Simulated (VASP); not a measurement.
Input of a VASP 6.6.1 run:

The input INCAR:

```
ALGO     = Normal         # electronic algorithm
EDIFF    = 1E-7           # SCF threshold, eV
ENCUT    = 520            # plane-wave cutoff, eV
GGA      = PS             # functional
ISIF     = 2              # what is computed and relaxed
ISMEAR   = 0              # smearing method
LASPH    = T              # aspherical terms in the spheres
LCHARG   = F              # write CHGCAR
LREAL    = F              # projectors in reciprocal space
LWAVE    = F              # write WAVECAR
NBANDS   = 12             # bands
NELM     = 80             # most SCF steps
PREC     = Accurate       # precision mode
SIGMA    = 0.1            # smearing width, eV
```

The input KPOINTS:

```
k-points
0
Gamma
  10 10 10
```

File POSCAR:

```
Cu
1.0
   -1.4155292766      1.4155292766      1.4155292766
    1.4155292766     -1.4155292766      1.4155292766
    1.4155292766      1.4155292766     -1.4155292766
Cu
1
Direct
    0.0000000000      0.0000000000      0.0000000000
```

Potentials or basis: VASP PAW PBE potentials, release 64 (Cu).

Launch:

```bash
$ cat potpaw_PBE.64/Cu/POTCAR > POTCAR
$ mpirun -np 1 vasp_std > vasp.out
```

Estimate the pressure.

0.7 GPa.

Caveat: the PAW data sets were made with another functional, which shifts forces and pressure a little.
